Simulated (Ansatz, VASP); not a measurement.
# SrAl3O2 in VASP and in Ansatz

File INCAR:

```
  ALGO = Normal
  EDIFF = 1E-6
  EDIFFG = -0.01
  ENCUT = 600
  GGA = PE
  IBRION = 2
  ISIF = 3
  ISMEAR = 0
  LASPH = T
  LCHARG = F
  LREAL = F
  LWAVE = F
  NELM = 100
  NSW = 100
  PREC = Accurate
  SIGMA = 0.1
```

The input KPOINTS:

```
k-points
0
Gamma
  12 12 12
```

POSCAR

```
SrAl3O2
1.0
    5.6456552600      0.0000000000      0.0000000000
   -2.8228276300      4.8892808800      0.0000000000
    0.0000000000      0.0000000000      3.3097759400
Sr Al O
1 3 2
Direct
    0.0000000000      0.0000000000      0.5000000000
    0.0000000000      0.5000000000      0.0000000000
    0.5000000000      0.5000000000      0.0000000000
    0.5000000000      0.0000000000      0.0000000000
    0.6666666700      0.3333333300      0.5000000000
    0.3333333300      0.6666666700      0.5000000000
```

Input for Ansatz:

```yaml
crystal:
  lattice:
    - [5.64565526, 0.0, 0.0]
    - [-2.82282763, 4.88928088, 0.0]
    - [0.0, 0.0, 3.30977594]
  atoms:
    - { symbol: Sr, position: [0.0, 0.0, 0.5] }
    - { symbol: Al, position: [0.0, 0.5, 0.0] }
    - { symbol: Al, position: [0.5, 0.5, 0.0] }
    - { symbol: Al, position: [0.5, 0.0, 0.0] }
    - { symbol: O, position: [0.66666667, 0.33333333, 0.5] }
    - { symbol: O, position: [0.33333333, 0.66666667, 0.5] }
basis:
  ecutwfc: 420
kpoints:
  mp_grid: { grid: [12, 12, 12] }
hamiltonian:
  xc: pbe
scf:
  occupations: { method: gaussian, width: 0.1 }
output:
  forces: true
  stress: true
  eigenvalues: true
relax:
  adjacent_minimum: "off"
  f_tol: 0.01
  max_steps: 80
  cell: { stress_tol: 0.05 }
```

Change from the starting cell: species swapped into the DyB2Rh3 type (P6/mmm, No. 191).

Alike in both runs: task relaxation of cell and atoms; functional PBE; k mesh 12 × 12 × 12; occupations gaussian, width 0.1 eV; no spin polarisation.

|  | VASP | Ansatz |
| --- | --- | --- |
| version | VASP 6.6.1 | Ansatz 0.2.0 |
| potentials or method | VASP PAW PBE potentials, release 64 (Sr_sv, Al, O), cutoff 600 eV | scalar-relativistic, plane waves, PAW |
| valence electrons in the cell | 31 | 31 |

Ansatz gave:

```
gap on the k mesh at the Fermi level, each at its own relaxed structure (eV)  : none
relaxed volume (Å³/atom)                                                      : 15.20
relaxed length of the cell vector where the two differ most in proportion (Å) : 3.709
```

Question: Which values does VASP return?

Answer: gap on the k mesh at the Fermi level, each at its own relaxed structure (eV): none; relaxed volume (Å³/atom): 15.21; relaxed length of the cell vector where the two differ most in proportion (Å): 3.709.

A gap of «none» marks a metal or a gap that the smearing closes.
